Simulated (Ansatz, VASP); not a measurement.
Two plane-wave programs on SnO2

```
Sn O
1.0
    -3.23725    0.00000    0.00000
    -1.61863   -2.80354    0.00000
    -2.91353   -1.68213   12.62548
Sn O
3 6
Direct
  0.36074 0.36074 0.50988
  0.89803 0.89803 0.16995
  0.82344 0.82344 0.84982
  0.51762 0.51762 0.24841
  0.44304 0.44304 0.92827
  0.98033 0.98033 0.58834
  0.20385 0.20385 0.77136
  0.74114 0.74114 0.43143
  0.27844 0.27844 0.09149
```

Alike in both runs: task single point; functional PBE; dispersion D3(BJ); k mesh 9 × 9 × 2; occupations gaussian, width 0.05 eV; no spin polarisation.

```csv
,VASP,Ansatz
version,VASP 6.6.1,Ansatz 0.2.0
potentials or method,"VASP PAW PBE potentials, release 64 (Sn_d, O), cutoff 520 eV","scalar-relativistic, plane waves, PAW"
valence electrons in the cell,78,78
```

|  | VASP | Ansatz | Ansatz less VASP |
| --- | --- | --- | --- |
| gap on the k mesh at the Fermi level (eV) | 0.58 | 0.61 | +0.028 |
| least direct gap on the mesh (eV) | 0.98 | 1.00 | +0.021 |
| pressure (GPa) | 4.2 | 3.5 | -0.68 |
| traceless stress, the component that is largest in VASP (GPa) | 7.36 | 7.81 | +0.451 |
| rms of the force components (eV/Å) | 0.694 | 0.708 | +0.0145 |

Atom by atom the forces differ by 0.028 eV/Å (rms over components).
